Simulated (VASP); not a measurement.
# Si (P6_3/mmc) in VASP: further runs

Si is run at these levels: r2SCAN; tasks: single point.

Everything below comes from runs of VASP 6.6.1. Logs are shortened: lines on timing, memory, paths and dates and some standing lists are left out, and cuts for length are marked.

### Step 1. The cell of the first run

It takes space group P6_3/mmc (No. 194, hexagonal). Conventional cell: a = 4.138 Å, b = 4.138 Å, c = 6.088 Å, α = 90.00°, β = 90.00°, γ = 120.00°. Si (site symmetry 3m) has 4 Si at 2.28 to 2.51 Å within 3.0 Å.

This isn't the form of Si at room conditions, which is diamond.

### Step 2. Single point, r2SCAN (strain +0.080 along x and y, -0.040 along z)

POSCAR reads:

```
Si
1.0
    4.1384610280      0.0000000000      0.0000000000
   -2.0692305140      3.5840123828      0.0000000000
    0.0000000000      0.0000000000      6.0881471282
Si
4
Direct
    0.3333333333      0.6666666667      0.0630908785
    0.6666666667      0.3333333333      0.5630908785
    0.3333333333      0.6666666667      0.4369091215
    0.6666666667      0.3333333333      0.9369091215
```

INCAR.step1 reads:

```
  PREC = Accurate
  ENCUT = 520
  ISMEAR = 0
  SIGMA = 0.05
  LREAL = F
  LASPH = T
  NELM = 60
  NBANDS = 16
  GGA = PE
  ALGO = Normal
  EDIFF = 1E-4
  LWAVE = T
  LCHARG = F
```

INCAR.step2 reads:

```
  PREC = Accurate
  ENCUT = 520
  EDIFF = 1E-6
  ISMEAR = 0
  SIGMA = 0.05
  LREAL = F
  LASPH = T
  NELM = 60
  ALGO = Normal
  ISIF = 2
  LWAVE = F
  LCHARG = T
  METAGGA = R2SCAN
  LMIXTAU = T
  LELF = T
  LVHAR = T
  NBANDS = 16
  ISTART = 1
```

KPOINTS reads:

```
regular mesh
0
Gamma
  12 12 4
```

Potentials or basis: VASP PAW PBE potentials, release 64 (Si).

Run with:

```bash
$ cat potpaw_PBE.64/Si/POTCAR > POTCAR
$ cp INCAR.step1 INCAR
$ mpirun -np 1 vasp_std > vasp.out
$ cp INCAR.step2 INCAR
$ mpirun -np 1 vasp_std > vasp.out
```

OUTCAR:

```text
PREC = Accurate
   ENCUT = 520
   EDIFF = 1E-6
   ISMEAR = 0
   LREAL = F
   LASPH = T
   NELM = 60
   ISIF = 2
   METAGGA = R2SCAN
   ISTART = 1

 ion  position               nearest neighbor table
   1  0.333  0.667  0.063-   3 2.28   4 2.51   4 2.51   4 2.51
   2  0.667  0.333  0.563-   4 2.28   3 2.51   3 2.51   3 2.51
   3  0.333  0.667  0.437-   1 2.28   2 2.51   2 2.51   2 2.51
   4  0.667  0.333  0.937-   2 2.28   1 2.51   1 2.51   1 2.51

  LATTYP: Found a hexagonal cell.
 ALAT       =     4.1384610280
 C/A-ratio  =     1.4711137998

  Lattice vectors:

 A1 = (   4.1384610280,   0.0000000000,   0.0000000000)
 A2 = (  -2.0692305140,   3.5840123828,   0.0000000000)
 A3 = (   0.0000000000,   0.0000000000,   6.0881471282)

Analysis of symmetry for initial positions (statically):
=====================================================================
 Subroutine PRICEL returns:
 Original cell was already a primitive cell.

 Routine SETGRP: Setting up the symmetry group for a
 hexagonal supercell.

 Subroutine GETGRP returns: Found 24 space group operations
 (whereof 12 operations were pure point group operations)
 out of a pool of 24 trial point group operations.

The static configuration has the point symmetry D_3d.
 The point group associated with its full space group is D_6h.

Analysis of symmetry for dynamics (positions and initial velocities):
=====================================================================
 Subroutine PRICEL returns:
 Original cell was already a primitive cell.

 Routine SETGRP: Setting up the symmetry group for a
 hexagonal supercell.

 Subroutine GETGRP returns: Found 24 space group operations
 (whereof 12 operations were pure point group operations)
 out of a pool of 24 trial point group operations.

The dynamic configuration has the point symmetry D_3d.
 The point group associated with its full space group is D_6h.

 Subroutine INISYM returns: Found 24 space group operations
 (whereof 12 operations are pure point group operations),
 and found     1 'primitive' translations

----------------------------------------------------------------------------------------

                                     Primitive cell

  volume of cell :      90.3012

  direct lattice vectors                    reciprocal lattice vectors
     4.138461028  0.000000000  0.000000000     0.241635718  0.139508447  0.000000000
[... 92 lines left out ...]
   EDIFFG = 0.1E-04   stopping-criterion for IOM
   NSW    =      0    number of steps for IOM
   IBRION =     -1    ionic relax: 0-MD 1-quasi-New 2-CG
   NFREE  =      0    steps in history (QN), initial steepest desc. (CG)
   ISIF   =      2    stress and relaxation
   ISYM   =      2    0-nonsym 1-usesym 2-fastsym
   POTIM  = 0.5000    time-step for ionic-motion
   TEBEG  =    0.0;   TEEND  =   0.0 temperature during run
   PSTRESS=    0.0 pullay stress
   NELECT =      16.0000    total number of electrons
   NUPDOWN=      -1.0000    fix difference up-down
   EMIN   =  10.00;   EMAX   =-10.00  energy-range for DOS
   EFERMI =   0.00;   METHOD = LEGACY
   ISMEAR =     0;   SIGMA  =   0.05  broadening in eV -4-tet -1-fermi 0-gaus
   EFERMI_NEDOS =   21; number of points for ismear=-14 and -15
   IALGO  =     38    algorithm
   IMIX   =      4    mixing-type and parameters
     AMIX     =   0.40;   BMIX     =  1.00
     AMIX_MAG =   1.60;   BMIX_MAG =  1.00
  volume/ion in A,a.u.               =      22.58       152.35
  Fermi-wavevector in a.u.,A,eV,Ry     =   0.919497  1.737597 11.503382  0.845475
  Thomas-Fermi vector in A             =   2.044697
   LORBIT       =      0    0 simple, 1 ext, 2 COOP (PROOUT), +10 PAW based schemes
   METAGGA = R2SCAN    functional components
   LHFCALC =     F    Hartree Fock is set to
   AEXX    =    0.0000 exact exchange contribution
   IVDW    =     0    specifies the selected vdW correction
   LEPSILON=     F    determine dielectric tensor
   LRPA    =     F    only Hartree local field effects (RPA)
 non-spin polarized calculation
 Gauss-broadening in eV      SIGMA  =   0.05
  energy-cutoff  :      520.00
  volume of cell :       90.30
 maximum number of plane-waves:      2458
 NGX is ok and might be reduce to    32
   NGX = 15   NGY = 15   NGZ = 23

 number of electron      16.0000000 magnetization

 Free energy of the ion-electron system (eV)
  ---------------------------------------------------
  ext. energy  EPLUGINS =         0.00000000
  ---------------------------------------------------
  free energy    TOTEN  =       -34.26472300 eV

  energy without entropy =      -34.26457288  energy(sigma->0) =      -34.26464794

 E-fermi :   4.9209     XC(G=0):  -9.3666

 val. band max:        4.8145867173   @ k =   0.0833   0.0000   0.0000
 cond. band min:       4.9332080672   @ k =   0.0000   0.0000   0.0000
 fundamental gap:      0.1186213499
 Fermi energy:         4.9208716338

 k-point     1 :       0.0000    0.0000    0.0000
  band No.  band energies     occupation
      1      -7.1986      2.00000
      2      -4.2172      2.00000
      3      -2.4723      2.00000
      4       2.8125      2.00000
      5       2.8125      2.00000
      6       4.4259      2.00000
[... 433 lines left out ...]
      3      -2.1048      2.00000
      4      -0.0839      2.00000
      5       0.9949      2.00000
      6       1.9880      2.00000
[... 8 lines left out ...]
     15      11.6391      0.00000
     16      11.6793      0.00000

 [... further k-points ...]

------------------------ aborting loop because EDIFF is reached ----------------------------------------

  FORCE on cell =-STRESS in cart. coord.  units (eV):
  Direction    XX          YY          ZZ          XY          YZ          ZX
  --------------------------------------------------------------------------------------
  -------------------------------------------------------------------------------------
  Total       -8.3005177     -8.3005177      4.8086361     -0.0000000      0.0000000      0.0000000
  in kB     -147.2727015   -147.2727015     85.3176692     -0.0000000      0.0000000      0.0000000
  external PRESSURE =     -69.7425779 kB  Pullay stress =       0.0000000 kB

 VOLUME and BASIS-vectors are now :
 -----------------------------------------------------------------------------
  energy-cutoff  :      520.00
  volume of cell :       90.30
      direct lattice vectors                 reciprocal lattice vectors
     4.138461028  0.000000000  0.000000000     0.241635718  0.139508447  0.000000000
    -2.069230514  3.584012383  0.000000000     0.000000000  0.279016893  0.000000000
     0.000000000  0.000000000  6.088147128     0.000000000  0.000000000  0.164253586

 POSITION                                       TOTAL-FORCE (eV/Angst)
 -----------------------------------------------------------------------------------
     -0.00000      2.38934      0.38411         0.000000     -0.000000     -1.142177
      2.06923      1.19467      3.42818         0.000000     -0.000000     -1.142177
     -0.00000      2.38934      2.65997        -0.000000      0.000000      1.142177
      2.06923      1.19467      5.70404        -0.000000      0.000000      1.142177
 -----------------------------------------------------------------------------------
    total drift:                               -0.000000      0.000000     -0.000000

  FREE ENERGIE OF THE ION-ELECTRON SYSTEM (eV)
  ---------------------------------------------------
  free  energy   TOTEN  =       -34.2647230042 eV

  energy  without entropy=      -34.2645728824  energy(sigma->0) =      -34.26464794
```

OUTCAR.step1:

```text
PREC = Accurate
   ENCUT = 520
   ISMEAR = 0
   LREAL = F
[... 688 lines left out ...]
     -0.00000      2.38934      0.38411         0.000000     -0.000000     -1.188963
      2.06923      1.19467      3.42818        -0.000000      0.000000     -1.188963
     -0.00000      2.38934      2.65997         0.000000     -0.000000      1.188963
      2.06923      1.19467      5.70404        -0.000000      0.000000      1.188963
 -----------------------------------------------------------------------------------
    total drift:                               -0.000000      0.000000     -0.000000

  FREE ENERGIE OF THE ION-ELECTRON SYSTEM (eV)
  ---------------------------------------------------
  free  energy   TOTEN  =       -20.9909728583 eV

  energy  without entropy=      -20.9907762762  energy(sigma->0) =      -20.99087457
```

OSZICAR.step1:

```text
N       E                     dE             d eps       ncg     rms          rms(c)
DAV:   1     0.272416990758E+02    0.27242E+02   -0.58421E+03  1824   0.809E+02
DAV:   2    -0.192860606327E+02   -0.46528E+02   -0.41702E+02  2448   0.117E+02
DAV:   3    -0.212778327335E+02   -0.19918E+01   -0.19718E+01  2504   0.230E+01
DAV:   4    -0.213038501569E+02   -0.26017E-01   -0.26011E-01  2264   0.338E+00
DAV:   5    -0.213043753382E+02   -0.52518E-03   -0.52514E-03  2536   0.457E-01    0.606E+00
DAV:   6    -0.210850351747E+02    0.21934E+00   -0.10886E-01  2208   0.166E+00    0.363E+00
DAV:   7    -0.209875937215E+02    0.97441E-01   -0.23285E-01  2288   0.240E+00    0.274E-01
DAV:   8    -0.209901438383E+02   -0.25501E-02   -0.26095E-02  2120   0.920E-01    0.218E-01
DAV:   9    -0.209906490358E+02   -0.50520E-03   -0.11906E-03  2456   0.200E-01    0.122E-01
DAV:  10    -0.209909408984E+02   -0.29186E-03   -0.71211E-04  2160   0.139E-01    0.303E-02
DAV:  11    -0.209909728583E+02   -0.31960E-04   -0.63268E-05  1616   0.429E-02
   1 F= -.20990973E+02 E0= -.20990875E+02  d E =-.196582E-03
```

It took 1.7 min on 1 thread of Intel Xeon 6975P-C (Granite Rapids), shared host; peak memory 0.24 GiB.

What came out:

```
Free energy            : -34.2647 eV
Pressure               : -7.0 GPa
Largest force          : 1.142 eV/Å
Band gap on the k mesh : zero (filled and empty bands touch)
```

Forces in eV/Å, atoms in the order of the input:
```
Si   0.000  0.000 -1.142
Si   0.000  0.000 -1.142
Si   0.000  0.000  1.142
Si   0.000  0.000  1.142
```

Caveat: the cell differs from its parent crystal (strain +0.080 along x and y, -0.040 along z); the stress differs along the axes, from -15 to 9 GPa; semilocal functionals underestimate gaps, and a narrow one can read as zero; the PAW data sets were made with another functional, which shifts forces and pressure a little.

(Part 1 of 2 ends here.)

The gap in the log of VASP goes by the Fermi energy; the results here count the filled bands.